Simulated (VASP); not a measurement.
Here is a VASP 6.6.1 calculation.

Contents of INCAR:

```
SYSTEM = Si5F
PREC = Accurate
ENCUT = 520
EDIFF = 1E-6
ISMEAR = 0
SIGMA = 0.1
LREAL = .False.
LASPH = .True.
NELM = 80
ALGO = Normal
ISIF = 2
LWAVE = .False.
LCHARG = .False.
GGA = PE
NBANDS = 22
```

File KPOINTS:

```
regular mesh
0
Gamma
  6 6 4
  0 0 0
```

POSCAR

```
Si5F
1.0
    4.6637763533      0.0000000000      0.0000000000
   -2.3318881766      4.0389487995      0.0000000000
    0.0000000000      0.0000000000      4.5219636864
Si F
5 1
Direct
    0.0000000000      0.3457954492      0.0000000000
    0.6542045508      0.6542045508      0.0000000000
    0.3457954492      0.0000000000      0.0000000000
    0.6666666667      0.3333333333      0.5000000000
    0.3333333333      0.6666666667      0.5000000000
    0.0000000000      0.0000000000      0.5000000000
```

Potentials or basis: VASP PAW PBE potentials, release 64 (Si, F).

Command:

```bash
$ cat potpaw_PBE.64/Si/POTCAR potpaw_PBE.64/F/POTCAR > POTCAR
$ mpirun -np 1 vasp_std > vasp.out
```

Problem. What does it give for the pressure?

Solution. 0.0 GPa.

Problem. Predict the band gap on the k mesh.

Solution. Zero (an odd number of electrons rules out a gap without spin polarisation).

Problem. Predict the largest force.

Solution. 0.021 eV/Å.

Stress tensor (GPa, compression positive):
```
 0.10  0.00  0.00
 0.00  0.10  0.00
 0.00  0.00 -0.15
```

Caveat: an odd number of electrons without spin polarisation forces a metal; a magnetic or distorted state may lie lower.
